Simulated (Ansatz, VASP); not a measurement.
**One calculation of Lu2SiF2, two programs**

File INCAR:

```
SYSTEM = Lu2SiF2
ALGO = Normal ; EDIFF = 1E-7
EDIFFG = -0.04 ; ENCUT = 600
GGA = PE ; GGA_COMPAT = .FALSE.
IBRION = 2 ; ISIF = 3
ISMEAR = 0 ; LASPH = .TRUE.
LCHARG = .FALSE. ; LREAL = .FALSE.
LWAVE = .FALSE. ; NELM = 120
NELMIN = 4 ; NSW = 90
PREC = Accurate ; SIGMA = 0.1
```

Contents of KPOINTS:

```
k-points
0
G
  6 6 6
  0 0 0
```

File POSCAR:

```
Lu2SiF2
1.0
   -2.0307575600      2.0307575600      4.9976257800
    2.0307575600     -2.0307575600      4.9976257800
    2.0307575600      2.0307575600     -4.9976257800
Lu Si F
2 1 2
Direct
    0.2500000000      0.7500000000      0.5000000000
    0.7500000000      0.2500000000      0.5000000000
    0.0000000000      0.0000000000      0.0000000000
    0.6487585900      0.6487585900      0.0000000000
    0.3512414100      0.3512414100      0.0000000000
```

Input for Ansatz:

```yaml
crystal:
  lattice:
    - [-2.03075756, 2.03075756, 4.99762578]
    - [2.03075756, -2.03075756, 4.99762578]
    - [2.03075756, 2.03075756, -4.99762578]
  atoms:
    - { symbol: Lu, position: [0.25, 0.75, 0.5] }
    - { symbol: Lu, position: [0.75, 0.25, 0.5] }
    - { symbol: Si, position: [0.0, 0.0, 0.0] }
    - { symbol: F, position: [0.64875859, 0.64875859, 0.0] }
    - { symbol: F, position: [0.35124141, 0.35124141, 0.0] }
basis:
  ecutwfc: 420
kpoints:
  mp_grid: { grid: [6, 6, 6] }
hamiltonian:
  xc: pbe
scf:
  occupations: { method: gaussian, width: 0.1 }
  lower_state_search: "off"
output:
  forces: true
  stress: true
  eigenvalues: true
relax:
  adjacent_minimum: "off"
  f_tol: 0.04
  max_steps: 70
  cell: { stress_tol: 0.4 }
```

Change from the starting cell: species swapped into the LaFe2Si2 type (I4/mmm, No. 139).

Alike in both runs: task relaxation of cell and atoms; functional PBE; k mesh 6 × 6 × 6; occupations gaussian, width 0.1 eV; no spin polarisation.

```csv
,VASP,Ansatz
version,VASP 6.6.1,Ansatz 0.2.0
potentials or method,"VASP PAW PBE potentials, release 64 (Lu, Si, F), cutoff 600 eV","scalar-relativistic, plane waves, PAW"
valence electrons in the cell,68,68
```

Ansatz gave:

* gap on the k mesh at the Fermi level, each at its own relaxed structure (eV): none
* relaxed volume (Å³/atom): 17.18
* relaxed cell length with the largest relative difference (Å): 5.252

Which values does VASP return?

gap on the k mesh at the Fermi level, each at its own relaxed structure (eV): none; relaxed volume (Å³/atom): 17.27; relaxed cell length with the largest relative difference (Å): 5.260.

A gap of «none» marks a metal or a gap that the smearing closes.

The k mesh is coarse, so the values compare programs but aren't converged. Spin-orbit coupling is off throughout.
